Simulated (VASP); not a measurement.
Set up this calculation in VASP 6.6.1, as the native input.

```
Task                   : single point
Functional             : PBE
Potentials or basis    : VASP PAW PBE potentials, release 64 (B, As, In_d)
Cutoff                 : 520 eV
k mesh                 : 4 × 4 × 4
Occupations            : fermi-dirac, width 0.02 eV
Spin                   : no spin polarisation
Dipole correction      : no
Further INCAR settings : ALGO = Normal; EDIFF = 1e-06; NBANDS = 41
```

The structure of In3BAs4 lies in POSCAR:

```
In3BAs4
1.0
    5.8413785832      0.0000000000      0.0000000000
    0.0000000000      5.8413785832      0.0000000000
    0.0000000000      0.0000000000      5.8413785832
B As In
1 4 3
Direct
    0.0000000000      0.0000000000      0.0000000000
    0.2150922767      0.2150922767      0.2150922767
    0.7849077233      0.7849077233      0.2150922767
    0.7849077233      0.2150922767      0.7849077233
    0.2150922767      0.7849077233      0.7849077233
    0.5000000000      0.5000000000      0.0000000000
    0.5000000000      0.0000000000      0.5000000000
    0.0000000000      0.5000000000      0.5000000000
```

The input as run:

INCAR

```
  PREC = Accurate
  ENCUT = 520
  EDIFF = 1E-6
  ISMEAR = -1
  SIGMA = 0.02
  LREAL = F
  LASPH = T
  NELM = 100
  ALGO = Normal
  ISIF = 2
  LWAVE = F
  LCHARG = F
  GGA = PE
  NBANDS = 41
```

KPOINTS

```
regular mesh
0
Gamma
  4 4 4
```

Potentials or basis: VASP PAW PBE potentials, release 64 (B, As, In_d).

Run with:

```sh
$ cat potpaw_PBE.64/B/POTCAR potpaw_PBE.64/As/POTCAR potpaw_PBE.64/In_d/POTCAR > POTCAR
$ mpirun -np 1 vasp_std > vasp.out
```

It gave:

| Item | Value |
| --- | --- |
| Pressure | 0.1 GPa |
| Largest force | 0.020 eV/Å |
| Band gap on the k mesh | zero (filled and empty bands touch) |

Caveat: semilocal functionals underestimate gaps, and a narrow one can read as zero; spin-orbit coupling is left out, which moves the levels of the heavy elements.

It took 53 s on 1 thread of Intel(R) Xeon(R) 6975P-C (Granite Rapids), with other jobs on the host, peak memory 0.36 GiB.
